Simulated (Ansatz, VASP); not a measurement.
One calculation of Mn, two programs

```xyz
8
Lattice="4.3788 0.0000 0.0000 0.0000 4.3788 0.0000 0.0000 0.0000 4.3788" Properties=species:S:1:pos:R:3 pbc="T T T"
Mn    0.0000    0.0000    4.3788
Mn    2.1894    2.1894    2.1894
Mn    1.0947    0.0000    2.1894
Mn    3.2841    0.0000    2.1894
Mn    2.1894    1.0947    4.3788
Mn    2.1894    3.2841    4.3788
Mn    4.3788    2.1894    1.0947
Mn    4.3788    2.1894    3.2841
```

Alike in both runs: functional r2SCAN; k mesh 6 × 6 × 6; occupations fermi-dirac, width 0.1 eV; no spin polarisation.

Ansatz relaxed the structure, and its values are those at the end. VASP's run is a single point on that final structure, the one shown.

```csv
,VASP,Ansatz
version,VASP 6.6.1,Ansatz 0.2.0
potentials or method,"VASP PAW PBE potentials, release 64 (Mn_pv), cutoff 520 eV","plane waves (500 eV) with PAW, scalar-relativistic"
valence electrons in the cell,104,120
```

|  | VASP | Ansatz | Ansatz less VASP |
| --- | --- | --- | --- |
| pressure (GPa) | 0.5 | 0.0 | -0.45 |

VASP's potentials were made for PBE, not for r2SCAN. VASP's potentials hold 104 valence electrons a cell and Ansatz's 120, so a difference there can come from the potentials and not from the codes.
